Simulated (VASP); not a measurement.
Runs of VASP 6.6.1 on AlN. The structure is that of space group Fm-3m (No. 225), or close to it. The cells are those of the table. 

```tsv
cell	gap on the mesh (eV)	pressure (GPa)
a = 2.775, b = 2.775, c = 2.766 Å, angles 60.1, 60.1, 59.8°, 2 atoms	4.96	22.6
a = 2.757, b = 2.757, c = 2.729 Å, angles 60.3, 60.3, 59.3°, 2 atoms	4.79	(a)
a = 2.794, b = 2.794, c = 2.803 Å, angles 59.9, 59.9, 60.2°, 2 atoms	5.01	13.4
a = 2.813, b = 2.813, c = 2.840 Å, angles 59.7, 59.7, 60.7°, 2 atoms	4.67	5.3
a = 2.803, b = 2.803, c = 2.822 Å, angles 59.8, 59.8, 60.4°, 2 atoms	4.86	9.2
a = 2.785 Å, angles 60.0°, 2 atoms	5.04	(b)
a = 2.766, b = 2.766, c = 2.747 Å, angles 60.2, 60.2, 59.6°, 2 atoms	4.88	27.7
```

Alike in all rows: task single point; level LDA; potentials or basis VASP PAW LDA potentials, release 64 (Al, N); no spin polarisation; k mesh 8 × 8 × 8; cutoff (eV) 520; smearing gaussian 0.02 eV.

Problem. Estimate the missing entries.

Solution. (a) 33.2; (b) 17.8.

A k mesh can miss the band edges.
